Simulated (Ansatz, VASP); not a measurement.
**ZnS3: VASP beside Ansatz**

```
Zn S
1.0
     4.22572    0.00000    0.00000
     0.00000    4.22572    0.00000
     0.00000    0.00000    4.22572
Zn S
1 3
Direct
  0.00000 0.00000 0.00000
  0.00000 0.50000 0.50000
  0.50000 0.00000 0.50000
  0.50000 0.50000 0.00000
```

Alike in both runs: task single point; functional PBE; k mesh 4 × 4 × 4; occupations gaussian, width 0.1 eV; no spin polarisation.

```csv
,VASP,Ansatz
version,VASP 6.6.1,Ansatz 0.2.0
potentials or method,"VASP PAW PBE potentials, release 64 (Zn, S), cutoff 520 eV","scalar-relativistic, plane waves, PAW"
valence electrons in the cell,30,30
```

|  | VASP | Ansatz | Ansatz less VASP |
| --- | --- | --- | --- |
| gap on the k mesh at the Fermi level (eV) | none | none | - |
| pressure (GPa) | -6.2 | -6.2 | +0.02 |

A gap of «none» marks a metal or a gap that the smearing closes. The functional is the same, so the differences come from potentials, cutoffs and numerics.

The k mesh is coarse, so the values compare programs but aren't converged.
